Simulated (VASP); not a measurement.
Input of a VASP 6.6.1 run:

File INCAR:

```
PREC = Accurate ; ENCUT = 520
EDIFF = 1E-6 ; ISMEAR = 0
SIGMA = 0.2 ; LREAL = False
LASPH = True ; NELM = 100
ALGO = Normal ; ISIF = 2
LWAVE = False ; LCHARG = False
GGA = PE ; NBANDS = 45
```

KPOINTS

```
Automatic mesh
0
Gamma
  4 4 3
```

POSCAR

```
Mg2GeN3
1.0
    2.6291606806     -4.5564915629      0.0019525520
    2.6291606806      4.5564915629      0.0019525520
   -1.7738295491      0.0000000000      5.0330532886
Mg Ge N
4 2 6
Direct
    0.0000000000      0.0000000000      0.5000000000
    0.3371908292      0.6628091708      0.5000000000
    0.6628091708      0.3371908292      0.5000000000
    0.5000000000      0.5000000000      0.0000000000
    0.1669181579      0.8330818421      0.0000000000
    0.8330818421      0.1669181579      0.0000000000
    0.5771488609      0.9294267421      0.2300100725
    0.0705732579      0.4228511391      0.7699899275
    0.4228511391      0.0705732579      0.7699899275
    0.9294267421      0.5771488609      0.2300100725
    0.7744163300      0.7744163300      0.7673402732
    0.2255836700      0.2255836700      0.2326597268
```

Potentials or basis: VASP PAW PBE potentials, release 64 (Mg, Ge_d, N).

Command:

```sh
$ cat potpaw_PBE.64/Mg/POTCAR potpaw_PBE.64/Ge_d/POTCAR potpaw_PBE.64/N/POTCAR > POTCAR
$ mpirun -np 1 vasp_std > vasp.out
```

(1) What does it give for the largest force?

(2) What does it give for the band gap on the k mesh?

(3) What does it give for the pressure?

## Answers

(1) 0.072 eV/Å.

(2) zero (band 33 reaches 5.54 eV, above the bottom of band 34 at 5.05 eV).

(3) -0.9 GPa.

Caveat: the k points lie up to 0.42 Å⁻¹ apart.
